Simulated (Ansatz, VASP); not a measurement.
## One calculation of Si, two programs

Contents of POSCAR:

```
Si
1.0
    3.7505051821      0.0000000000      0.0000000000
   -1.8752525911      3.2480327647      0.0000000000
    0.0000000000      0.0000000000      6.2061489674
Si
4
Direct
    0.3333333333      0.6666666667      0.0007257276
    0.6666666667      0.3333333333      0.5007257276
    0.3333333333      0.6666666667      0.3742742724
    0.6666666667      0.3333333333      0.8742742724
```

Contents of INCAR.step1:

```
SYSTEM = Si
  ALGO = Normal
  EDIFF = 1E-4
  ENCUT = 520
  GGA = PE
  ISMEAR = 0
  LASPH = .True.
  LCHARG = .False.
  LREAL = .False.
  LWAVE = .True.
  NBANDS = 16
  NELM = 60
  PREC = Accurate
  SIGMA = 0.01
```

The input INCAR.step2:

```
SYSTEM = Si
  ALGO = Normal
  EDIFF = 1E-7
  ENCUT = 520
  ISIF = 2
  ISMEAR = 0
  ISTART = 1
  LASPH = .True.
  LCHARG = .True.
  LELF = .True.
  LMIXTAU = .True.
  LREAL = .False.
  LVHAR = .True.
  LWAVE = .False.
  METAGGA = R2SCAN
  NBANDS = 16
  NELM = 60
  PREC = Accurate
  SIGMA = 0.01
```

KPOINTS

```
k-points
0
Gamma
  12 12 4
  0 0 0
```

Input for Ansatz:

```yaml
crystal:
  lattice:
    - [3.7505051821, 0.0, 0.0]
    - [-1.8752525911, 3.2480327647, 0.0]
    - [0.0, 0.0, 6.2061489674]
  atoms:
    - { symbol: Si, position: [0.3333333333, 0.6666666667, 0.0007257276] }
    - { symbol: Si, position: [0.6666666667, 0.3333333333, 0.5007257276] }
    - { symbol: Si, position: [0.3333333333, 0.6666666667, 0.3742742724] }
    - { symbol: Si, position: [0.6666666667, 0.3333333333, 0.8742742724] }
kpoints:
  mp_grid: { grid: [12, 12, 4] }
  band_path:
    path:
      - [0.0, 0.0, 0.0]
      - [0.5, 0.0, 0.0]
      - [0.3333333333, 0.3333333333, 0.0]
      - [0.0, 0.0, 0.5]
      - [0.5, 0.0, 0.5]
      - [0.3333333333, 0.3333333333, 0.5]
    npoints: 1
hamiltonian:
  xc: r2scan
scf:
  occupations: { method: fixed }
  n_extra_bands: 5
output:
  forces: true
  stress: true
  eigenvalues: true
```

Change from the starting cell: hydrostatic strain -2.1%.

Alike in both runs: task single point; functional r2SCAN; k mesh 12 × 12 × 4; no spin polarisation.

```csv
,VASP,Ansatz
version,VASP 6.6.1,Ansatz 0.2.0
potentials or method,"VASP PAW PBE potentials, release 64 (Si)","plane waves, PAW"
plane-wave cutoff (eV),520,500
occupations,"gaussian, width 0.01 eV",fixed
valence electrons in the cell,16,16
```

```tsv
	VASP	Ansatz	Ansatz less VASP
gap on the k mesh at the Fermi level (eV)	0.47	0.46	-0.017
pressure (GPa)	6.9	7.2	+0.26
traceless stress, the component that is largest in VASP (GPa)	0.17	0.19	+0.015
```

VASP's potentials were made for PBE, not for r2SCAN.
